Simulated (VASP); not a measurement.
Here is a VASP 6.6.1 calculation.

The input INCAR:

```
PREC = Accurate
ENCUT = 520
EDIFF = 1E-7
ISMEAR = -1
SIGMA = 0.002
LREAL = F
LASPH = T
NELM = 60
ALGO = Normal
ISIF = 2
LWAVE = F
LCHARG = F
GGA = PS
NBANDS = 84
```

Contents of KPOINTS:

```
Automatic mesh
0
Gamma
  2 2 2
```

POSCAR

```
Zn12H
1.0
    5.3200000000      0.0000000000      0.0000000000
   -3.9900000000      6.9108830000      0.0000000000
    0.0000000000      0.0000000000      4.9369600000
Zn H
12 1
Direct
    0.0414967127      0.0420206796     -0.1222007065
    0.1766615323      0.2100599880      0.4002665608
   -0.0164103322      0.3898488804      0.0422527223
    0.1906877371      0.5449520705      0.5067490926
    0.0065812291      0.7141634434      0.0254610124
    0.0922985551      0.8342928103      0.4994369004
    0.5413148015     -0.0004775077      0.0403487166
    0.7428210365      0.2319819334      0.6152571623
    0.4776730301      0.3352683007     -0.0505371727
    0.6546110973      0.5016869769      0.4559891107
    0.4800357643      0.6741830241      0.0262914830
    0.6124594105      0.8492691889      0.5528908478
    0.4884014012      0.0466655274      0.3903819354
```

Potentials or basis: VASP PAW PBE potentials, release 64 (Zn, H).

Run with:

```console
$ cat potpaw_PBE.64/Zn/POTCAR potpaw_PBE.64/H/POTCAR > POTCAR
$ mpirun -np 1 vasp_std > vasp.out
```

**Question.** Estimate the pressure.

**Answer.** 2.5 GPa.

**Question.** Predict the largest force.

**Answer.** 0.946 eV/Å.

Stress tensor (GPa, compression positive):
```
-0.12  3.12 -1.52
 3.12 -1.40  0.81
-1.52  0.81  8.97
```

Caveat: the k points lie up to 0.68 Å⁻¹ apart; the PAW data sets were made with another functional, which shifts forces and pressure a little.
